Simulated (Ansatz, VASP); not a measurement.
**Two plane-wave programs on As2Se**

```
CELL_PARAMETERS angstrom
0.00000 3.93795 3.93795
3.93795 0.00000 3.93795
3.93795 3.93795 0.00000
ATOMIC_POSITIONS crystal
As 0.62500 0.12500 0.12500
As 0.12500 0.12500 0.12500
As 0.12500 0.12500 0.62500
As 0.12500 0.62500 0.12500
Se 0.50000 0.50000 0.50000
Se 0.75000 0.75000 0.75000
```

Change from the starting cell: species swapped into the ZrIr2 type (Fd-3m, No. 227).

Alike in both runs: functional PBE; k mesh 8 × 8 × 8; occupations gaussian, width 0.1 eV; no spin polarisation.

Ansatz relaxed the structure, and its values are those at the end. VASP's run is a single point on that final structure, the one shown.

|  | VASP | Ansatz |
| --- | --- | --- |
| version | VASP 6.6.1 | Ansatz 0.2.0 |
| potentials or method | VASP PAW PBE potentials, release 64 (As, Se), cutoff 500 eV | scalar-relativistic, plane waves, PAW |
| valence electrons in the cell | 32 | 92 |

|  | VASP | Ansatz | Ansatz less VASP |
| --- | --- | --- | --- |
| gap on the k mesh at the Fermi level (eV) | none | none | - |
| pressure (GPa) | 0.1 | 0.0 | -0.06 |

A gap of «none» marks a metal or a gap that the smearing closes. VASP's potentials hold 32 valence electrons a cell and Ansatz's 92, so a difference there can come from the potentials and not from the codes.
